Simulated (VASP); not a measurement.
# CuSi16 (a cell with a defect) in VASP: relaxation of the atoms with PBE

Aim: the relaxation of the atoms of CuSi16 (a cell with a defect) with PBE.

Everything below comes from runs of VASP 6.6.1. Logs are shortened: lines on timing, memory, paths and dates and some standing lists are left out, and cuts for length are marked.

### Step 1. The cell of the first run

The cell holds a defect, 17 atoms: a = 7.679 Å, b = 7.679 Å, c = 7.679 Å, α = 60.00°, β = 60.00°, γ = 60.00°.

### Step 2. Relaxation of the atoms, PBE

Contents of INCAR:

```
SYSTEM = CuSi16
PREC = Accurate
ENCUT = 520
EDIFF = 1E-7
ISMEAR = 0
SIGMA = 0.02
LREAL = Auto
LASPH = .True.
NELM = 80
ALGO = Normal
ISIF = 2
LWAVE = .False.
LCHARG = .False.
GGA = PE
IBRION = 2
NSW = 80
EDIFFG = -0.03
NELECT = 74.0
```

Contents of KPOINTS:

```
regular mesh
0
Gamma
  2 2 2
  0 0 0
```

Contents of POSCAR:

```
CuSi16
1.0
    0.0000000000      5.4300000000      5.4300000000
    5.4300000000      0.0000000000      5.4300000000
    5.4300000000      5.4300000000      0.0000000000
Si Cu
16 1
Direct
    0.0000000000      0.0000000000      0.0000000000
    0.1250000000      0.1250000000      0.1250000000
    0.0000000000      0.0000000000      0.5000000000
    0.1250000000      0.1250000000      0.6250000000
    0.0000000000      0.5000000000      0.0000000000
    0.1250000000      0.6250000000      0.1250000000
    0.0000000000      0.5000000000      0.5000000000
    0.1250000000      0.6250000000      0.6250000000
    0.5000000000      0.0000000000      0.0000000000
    0.6250000000      0.1250000000      0.1250000000
    0.5000000000      0.0000000000      0.5000000000
    0.6250000000      0.1250000000      0.6250000000
    0.5000000000      0.5000000000      0.0000000000
    0.6250000000      0.6250000000      0.1250000000
    0.5000000000      0.5000000000      0.5000000000
    0.6250000000      0.6250000000      0.6250000000
    0.2609049000      0.2443278000      0.7364550000
```

Potentials or basis: VASP PAW PBE potentials, release 64 (Si, Cu).

Started as:

```console
$ cat potpaw_PBE.64/Si/POTCAR potpaw_PBE.64/Cu/POTCAR > POTCAR
$ mpirun -np 1 vasp_std > vasp.out
```

OUTCAR:

```text
SYSTEM = CuSi16
   PREC = Accurate
   ENCUT = 520
   EDIFF = 1E-7
   ISMEAR = 0
   LREAL = Auto
   LASPH = .True.
   NELM = 80
   ISIF = 2
   GGA = PE
   IBRION = 2
   NSW = 80
   EDIFFG = -0.03
   NELECT = 74.0

 ion  position               nearest neighbor table
   1  0.000  0.000  0.000-   2 2.35   4 2.35   6 2.35  10 2.35  17 2.75
   2  0.125  0.125  0.125-   1 2.35   3 2.35   5 2.35   9 2.35  17 2.44
   3  0.000  0.000  0.500-   2 2.35   4 2.35   8 2.35  12 2.35
   4  0.125  0.125  0.625-  17 2.30   3 2.35   7 2.35  11 2.35   1 2.35
   5  0.000  0.500  0.000-   2 2.35   6 2.35   8 2.35  14 2.35  17 2.82
   6  0.125  0.625  0.125-   1 2.35   5 2.35   7 2.35  13 2.35
   7  0.000  0.500  0.500-   4 2.35   6 2.35   8 2.35  16 2.35  17 2.70
   8  0.125  0.625  0.625-   3 2.35   5 2.35   7 2.35  15 2.35  17 2.39
   9  0.500  0.000  0.000-   2 2.35  10 2.35  12 2.35  14 2.35  17 2.73
  10  0.625  0.125  0.125-   1 2.35   9 2.35  11 2.35  13 2.35
  11  0.500  0.000  0.500-   4 2.35  10 2.35  12 2.35  16 2.35  17 2.61
  12  0.625  0.125  0.625-  17 2.28   9 2.35  11 2.35  15 2.35   3 2.35
  13  0.500  0.500  0.000-   6 2.35  10 2.35  14 2.35  16 2.35
  14  0.625  0.625  0.125-   5 2.35   9 2.35  13 2.35  15 2.35
  15  0.500  0.500  0.500-   8 2.35  12 2.35  14 2.35  16 2.35  17 2.69
  16  0.625  0.625  0.625-   7 2.35  11 2.35  13 2.35  15 2.35
  17  0.261  0.244  0.736-  12 2.28   4 2.30   8 2.39   2 2.44  11 2.61  15 2.69   7 2.70   9 2.73
                             1 2.75   5 2.82

  LATTYP: Found a face centered cubic cell.
 ALAT       =    10.8600000000

  Lattice vectors:

 A1 = (   0.0000000000,   5.4300000000,   5.4300000000)
 A2 = (   5.4300000000,   0.0000000000,   5.4300000000)
 A3 = (   5.4300000000,   5.4300000000,   0.0000000000)

Analysis of symmetry for initial positions (statically):
=====================================================================
 Subroutine PRICEL returns:
 Original cell was already a primitive cell.

 Routine SETGRP: Setting up the symmetry group for a
 face centered cubic supercell.

 Subroutine GETGRP returns: Found  1 space group operations
 (whereof  1 operations were pure point group operations)
 out of a pool of 48 trial point group operations.

The static configuration has the point symmetry C_1 .

Analysis of symmetry for dynamics (positions and initial velocities):
=====================================================================
 Subroutine PRICEL returns:
 Original cell was already a primitive cell.

 Routine SETGRP: Setting up the symmetry group for a
 face centered cubic supercell.

 Subroutine GETGRP returns: Found  1 space group operations
 (whereof  1 operations were pure point group operations)
 out of a pool of 48 trial point group operations.

The dynamic configuration has the point symmetry C_1 .

 Subroutine INISYM returns: Found  1 space group operations
 (whereof  1 operations are pure point group operations),
 and found     1 'primitive' translations

----------------------------------------------------------------------------------------

                                     Primitive cell

  volume of cell :     320.2060

  direct lattice vectors                    reciprocal lattice vectors
     0.000000000  5.430000000  5.430000000    -0.092081031  0.092081031  0.092081031
     5.430000000  0.000000000  5.430000000     0.092081031 -0.092081031  0.092081031
     5.430000000  5.430000000  0.000000000     0.092081031  0.092081031 -0.092081031

  length of vectors
     7.679179644  7.679179644  7.679179644     0.159489025  0.159489025  0.159489025

  position of ions in fractional coordinates (direct lattice)
     0.000000000  0.000000000  0.000000000
     0.125000000  0.125000000  0.125000000
     0.000000000  0.000000000  0.500000000
     0.125000000  0.125000000  0.625000000
     0.000000000  0.500000000  0.000000000
     0.125000000  0.625000000  0.125000000
[... 9 lines left out ...]
     0.625000000  0.625000000  0.625000000
     0.260904900  0.244327800  0.736455000

  ion indices of the primitive-cell ions
   primitive index   ion index
                 1           1
                 2           2
                 3           3
                 4           4
                 5           5
                 6           6
[... 9 lines left out ...]
                16          16
                17          17

----------------------------------------------------------------------------------------

 KPOINTS: regular mesh

Automatic generation of k-mesh.
 Grid dimensions read from file:
 generate k-points for:    2    2    2

 Generating k-lattice:

  Cartesian coordinates                     Fractional coordinates (reciprocal lattice)
    -0.046040516  0.046040516  0.046040516     0.500000000  0.000000000  0.000000000
     0.046040516 -0.046040516  0.046040516     0.000000000  0.500000000  0.000000000
     0.046040516  0.046040516 -0.046040516     0.000000000  0.000000000  0.500000000

  Length of vectors
     0.079744512  0.079744512  0.079744512

  Shift w.r.t. Gamma in fractional coordinates (k-lattice)
     0.000000000  0.000000000  0.000000000

 Subroutine IBZKPT returns following result:
 ===========================================

 Found      8 irreducible k-points:

 Following reciprocal coordinates:
            Coordinates               Weight
  0.000000  0.000000  0.000000      1.000000
  0.500000  0.000000  0.000000      1.000000
  0.000000  0.500000  0.000000      1.000000
  0.000000  0.000000  0.500000      1.000000
  0.500000  0.500000  0.500000      1.000000
  0.500000  0.500000  0.000000      1.000000
  0.000000  0.500000  0.500000      1.000000
  0.500000  0.000000  0.500000      1.000000
   k-points           NKPTS =      8   k-points in BZ     NKDIM =      8   number of bands    NBANDS=     46
   number of dos      NEDOS =    301   number of ions     NIONS =     17
   total plane-waves  NPLWV = 216000
   dimension x,y,z NGX =    60 NGY =   60 NGZ =   60
   dimension x,y,z NGXF=   120 NGYF=  120 NGZF=  120
   ions per type =              16   1
   NGX,Y,Z   is equivalent  to a cutoff of  12.99, 12.99, 12.99 a.u.
   NGXF,Y,Z  is equivalent  to a cutoff of  25.98, 25.98, 25.98 a.u.
 SYSTEM =  CuSi16
   PREC   = accura    normal or accurate (medium, high low for compatibility)
   ISTART =      0    job   : 0-new  1-cont  2-samecut
   ICHARG =      2    charge: 1-file 2-atom 10-const
   ISPIN  =      1    spin polarized calculation?
   LNONCOLLINEAR =      F non collinear calculations
   LSORBIT =      F    spin-orbit coupling
   LASPH  =      T    aspherical Exc in radial PAW
   ENCUT  =  520.0 eV  38.22 Ry    6.18 a.u.  14.28 14.28 14.28*2*pi/ulx,y,z
   NELM   =     80;   NELMIN=  2; NELMDL= -5     # of ELM steps
   EDIFF  = 0.1E-06   stopping-criterion for ELM
   LREAL  =      T    real-space projection
   EDIFFG = -.3E-01   stopping-criterion for IOM
   NSW    =     80    number of steps for IOM
   IBRION =      2    ionic relax: 0-MD 1-quasi-New 2-CG
   NFREE  =      1    steps in history (QN), initial steepest desc. (CG)
   ISIF   =      2    stress and relaxation
   ISYM   =      2    0-nonsym 1-usesym 2-fastsym
   POTIM  = 0.5000    time-step for ionic-motion
   TEBEG  =    0.0;   TEEND  =   0.0 temperature during run
   PSTRESS=    0.0 pullay stress
   NELECT =      74.0000    total number of electrons
   NUPDOWN=      -1.0000    fix difference up-down
   EMIN   =  10.00;   EMAX   =-10.00  energy-range for DOS
   EFERMI =   0.00;   METHOD = LEGACY
   ISMEAR =     0;   SIGMA  =   0.02  broadening in eV -4-tet -1-fermi 0-gaus
   EFERMI_NEDOS =   21; number of points for ismear=-14 and -15
   IALGO  =     38    algorithm
   IMIX   =      4    mixing-type and parameters
     AMIX     =   0.40;   BMIX     =  1.00
     AMIX_MAG =   1.60;   BMIX_MAG =  1.00
  volume/ion in A,a.u.               =      18.84       127.11
  Fermi-wavevector in a.u.,A,eV,Ry     =   1.004636  1.898488 13.732283  1.009294
  Thomas-Fermi vector in A             =   2.137265
   LORBIT       =      0    0 simple, 1 ext, 2 COOP (PROOUT), +10 PAW based schemes
   GGA     = PE    functional components
   LHFCALC =     F    Hartree Fock is set to
   AEXX    =    0.0000 exact exchange contribution
   IVDW    =     0    specifies the selected vdW correction
   LEPSILON=     F    determine dielectric tensor
   LRPA    =     F    only Hartree local field effects (RPA)
 conjugate gradient relaxation of ions
 non-spin polarized calculation
 Gauss-broadening in eV      SIGMA  =   0.02
  energy-cutoff  :      520.00
  volume of cell :      320.21
 maximum number of plane-waves:      8646
 NGX is ok and might be reduce to    60
   NGX = 29   NGY = 29   NGZ = 29

--------------------------------------- Ionic step        1  -------------------------------------------

 number of electron      74.0000005 magnetization

 Free energy of the ion-electron system (eV)
  ---------------------------------------------------
  ext. energy  EPLUGINS =         0.00000000
  ---------------------------------------------------
  free energy    TOTEN  =       -94.06050950 eV

  energy without entropy =      -94.05757921  energy(sigma->0) =      -94.05904436

------------------------ aborting loop because EDIFF is reached ----------------------------------------

  FORCE on cell =-STRESS in cart. coord.  units (eV):
  Direction    XX          YY          ZZ          XY          YZ          ZX
  --------------------------------------------------------------------------------------
  -------------------------------------------------------------------------------------
  Total       -0.6192851     -0.6640898     -0.6627368     -0.1773549      0.7206630      0.0534626
  in kB       -3.0986441     -3.3228282     -3.3160584     -0.8874098      3.6058969      0.2675043
  external PRESSURE =      -3.2458436 kB  Pullay stress =       0.0000000 kB
[... 134 lines left out ...]
  FREE ENERGIE OF THE ION-ELECTRON SYSTEM (eV)
  ---------------------------------------------------
  free  energy   TOTEN  =       -94.1779345247 eV

  energy  without entropy=      -94.1761789503  energy(sigma->0) =      -94.17705674

[... ionic steps 4 to 35 ...]

--------------------------------------- Ionic step       36  -------------------------------------------

 number of electron      73.9999996 magnetization

------------------------ aborting loop because EDIFF is reached ----------------------------------------

  FORCE on cell =-STRESS in cart. coord.  units (eV):
  Direction    XX          YY          ZZ          XY          YZ          ZX
  --------------------------------------------------------------------------------------
  -------------------------------------------------------------------------------------
  Total       -1.6496672     -1.9313332     -1.7615557     -0.0590693      0.2972826     -0.0292095
  in kB       -8.2542464     -9.6635855     -8.8140897     -0.2955583      1.4874779     -0.1461522
  external PRESSURE =      -8.9106405 kB  Pullay stress =       0.0000000 kB
[... 87 lines left out ...]
  energy  without entropy=      -94.2189894310  energy(sigma->0) =      -94.21898943

--------------------------------------- Ionic step       38  -------------------------------------------

 number of electron      73.9999995 magnetization

 Free energy of the ion-electron system (eV)
  ---------------------------------------------------
  ext. energy  EPLUGINS =         0.00000000
  ---------------------------------------------------
  free energy    TOTEN  =       -94.21927401 eV

  energy without entropy =      -94.21927401  energy(sigma->0) =      -94.21927401

 E-fermi :   6.3181     XC(G=0):  -9.6075

 val. band max:        6.2156107043   @ k =   0.0000   0.0000   0.0000
 cond. band min:       6.5294606384   @ k =   0.0000   0.0000   0.0000
 fundamental gap:      0.3138499341
 Fermi energy:         6.3181439678

 k-point     1 :       0.0000    0.0000    0.0000
  band No.  band energies     occupation
      1      -5.8953      2.00000
      2      -3.5468      2.00000
      3      -3.5085      2.00000
      4      -3.4744      2.00000
      5      -3.4720      2.00000
      6      -2.0468      2.00000
[... 425 lines left out ...]
  FREE ENERGIE OF THE ION-ELECTRON SYSTEM (eV)
  ---------------------------------------------------
  free  energy   TOTEN  =       -94.2192740142 eV

  energy  without entropy=      -94.2192740142  energy(sigma->0) =      -94.21927401

 reached required accuracy - stopping structural energy minimisation
```

Wall time 73 min (1 thread of Intel Xeon Platinum 8488C (Sapphire Rapids), shared host); peak memory 0.56 GiB.

Results:

```
Free energy                  : -94.2193 eV
Energy gained by relaxing    : 9.3 meV/atom
Ionic steps                  : 38
Largest force after relaxing : 0.025 eV/Å
```

Forces on the atoms (eV/Å):
```
Si  -0.009 -0.007 -0.008
Si   0.003 -0.013  0.003
Si   0.012  0.013  0.009
Si   0.009  0.012  0.015
Si  -0.001  0.007 -0.001
Si  -0.002 -0.010 -0.002
Si  -0.008 -0.008 -0.014
Si  -0.003  0.001 -0.003
Si   0.000 -0.002  0.002
Si  -0.004 -0.002 -0.007
Si   0.014 -0.011 -0.016
Si  -0.003  0.009  0.023
Si  -0.023  0.002 -0.007
Si   0.007  0.006  0.009
Si  -0.005  0.013  0.000
Si   0.000 -0.013 -0.002
Cu   0.014  0.001 -0.002
```

The path:
| step | energy change (eV) | largest force (eV/Å) | pressure (GPa) |
| --- | --- | --- | --- |
| 1 | 0.0000 | 1.1588 | -0.32 |
| 2 | -0.1173 | 0.2904 | -0.75 |
| 3 | -0.1174 | 0.2852 | -0.74 |
| 4 | -0.1234 | 0.1241 | -0.74 |
| 5 | -0.1243 | 0.1534 | -0.73 |
| 6 | -0.1269 | 0.0693 | -0.73 |
| 7 | -0.1275 | 0.0862 | -0.72 |
| 8 | -0.1294 | 0.0624 | -0.73 |
| 9 | -0.1300 | 0.0853 | -0.74 |
| 10 | -0.1308 | 0.0801 | -0.75 |
| 11 | -0.1309 | 0.0769 | -0.75 |
| 12 | -0.1316 | 0.0765 | -0.75 |
| 13 | -0.1334 | 0.0717 | -0.74 |
| 14 | -0.1360 | 0.1104 | -0.75 |
| 15 | -0.1362 | 0.2738 | -0.75 |
| 16 | -0.1370 | 0.1919 | -0.75 |
| 17 | -0.1375 | 0.1891 | -0.75 |
| 18 | -0.1390 | 0.1822 | -0.75 |
| 19 | -0.1414 | 0.1670 | -0.76 |
| 20 | -0.1439 | 0.1417 | -0.78 |
| 21 | -0.1440 | 0.1365 | -0.79 |
| 22 | -0.1457 | 0.1192 | -0.80 |
| 23 | -0.1482 | 0.0830 | -0.82 |
| 24 | -0.1483 | 0.0978 | -0.82 |
| 25 | -0.1498 | 0.0617 | -0.83 |
| 26 | -0.1512 | 0.0703 | -0.85 |
| 27 | -0.1528 | 0.0504 | -0.85 |
| 28 | -0.1540 | 0.0687 | -0.85 |
| 29 | -0.1552 | 0.0724 | -0.86 |
| 30 | -0.1556 | 0.0768 | -0.88 |
| 31 | -0.1566 | 0.0548 | -0.88 |
| 32 | -0.1574 | 0.0461 | -0.88 |
| 33 | -0.1580 | 0.0307 | -0.88 |
| 34 | -0.1580 | 0.0427 | -0.88 |
| 35 | -0.1583 | 0.0309 | -0.89 |
| 36 | -0.1585 | 0.0472 | -0.89 |
| 37 | -0.1585 | 0.0377 | -0.89 |
| 38 | -0.1588 | 0.0251 | -0.90 |

Final structure:
```
Si Cu
1.0
     0.00000    5.43000    5.43000
     5.43000    0.00000    5.43000
     5.43000    5.43000    0.00000
Si Cu
16 1
Cartesian
  0.0311 5.3812 5.3727
  1.3471 1.2859 1.3752
  8.0022 2.8002 5.5417
  4.0948 4.0546 1.3332
  2.7910 5.3917 8.1139
  4.1281 1.3276 4.0314
  5.4700 8.0998 8.0948
  6.7992 4.0754 4.0207
  5.3916 8.1378 2.7603
  1.4108 4.0184 4.0475
  8.1299 5.4698 8.1762
  3.9399 6.9129 4.1959
  2.7777 2.6807 5.3832
  4.1163 4.0257 6.7375
  5.3994 5.4762 5.4266
  6.8457 6.7768 6.7254
  5.2408 5.5209 2.8573
```

Caveat: the k points lie up to 0.50 Å⁻¹ apart; the cell carries a net charge on a neutralising background, which shifts energy and pressure; the cell is charged against a uniform background, so pressure and absolute levels hang on convention.
